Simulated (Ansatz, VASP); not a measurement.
**Two plane-wave programs on InAs**

POSCAR

```
InAs
1.0
    4.7312200000      0.0000000000      0.0000000000
   -2.3656100000      4.0973600000      0.0000000000
    0.0000000000      0.0000000000      2.9108900000
In As
1 1
Direct
    0.0000000000      0.0000000000      0.0000000000
    0.6666700000      0.3333300000      0.0000000000
```

The input INCAR.step1:

```
SYSTEM = InAs
PREC = Accurate ; ENCUT = 520
EDIFF = 1E-5 ; ISMEAR = -1
SIGMA = 0.05 ; LREAL = .False.
LASPH = .True. ; NELM = 80
ALGO = Normal ; ISIF = 2
LWAVE = .True. ; NBANDS = 16
GGA = PE
```

INCAR.step2

```
SYSTEM = InAs
PREC = Accurate ; ENCUT = 520
EDIFF = 1E-6 ; ISMEAR = -1
SIGMA = 0.05 ; LREAL = .False.
LASPH = .True. ; NELM = 80
ALGO = Normal ; ISIF = 2
LWAVE = .False. ; LCHARG = .True.
GGA = PE ; LHFCALC = .True.
AEXX = 0.5 ; HFSCREEN = 0.2
PRECFOCK = Normal ; LELF = .True.
LVHAR = .True. ; NBANDS = 16
ISTART = 1
```

KPOINTS

```
Automatic mesh
0
Gamma
  4 4 5
  0 0 0
```

input

```
crystal:
  lattice:
    - [4.73122, 0.0, 0.0]
    - [-2.36561, 4.09736, 0.0]
    - [0.0, 0.0, 2.91089]
  atoms:
    - { symbol: In, position: [0.0, 0.0, 0.0] }
    - { symbol: As, position: [0.66667, 0.33333, 0.0] }
hamiltonian:
  xc: { exchange: pbe, correlation: pbe, exx: { coeff: 0.5, omega: 0.2 } }
  pseudopotentials: { kind: paw }
kpoints:
  mp_grid: { grid: [4, 4, 5] }
scf:
  occupations: { method: fermi_dirac, width: 0.05 }
output:
  forces: true
  stress: true
  eigenvalues: true
```

Alike in both runs: task single point; functional PBE-based screened hybrid; k mesh 4 × 4 × 5; occupations fermi-dirac, width 0.05 eV; no spin polarisation.

|  | VASP | Ansatz |
| --- | --- | --- |
| version | VASP 6.6.1 | Ansatz 0.2.0 |
| potentials or method | VASP PAW PBE potentials, release 64 (In_d, As) | Ansatz PAW |
| plane-wave cutoff (eV) | 520 | 420 |
| valence electrons in the cell | 18 | 28 |

Ansatz gave:

```
gap on the k mesh at the Fermi level (eV)                     : none
pressure (GPa)                                                : -1.1
traceless stress, the component that is largest in VASP (GPa) : -3.62
```

Problem. Which values does VASP return?

Solution. gap on the k mesh at the Fermi level (eV): none; pressure (GPa): -1.5; traceless stress, the component that is largest in VASP (GPa): -3.51.

VASP's potentials were made for PBE, not for PBE-based screened hybrid. A gap of «none» marks a metal or a gap that the smearing closes. VASP's potentials hold 18 valence electrons a cell and Ansatz's 28, so a difference there can come from the potentials and not from the codes.

The k mesh is coarse, so the values compare programs but aren't converged.
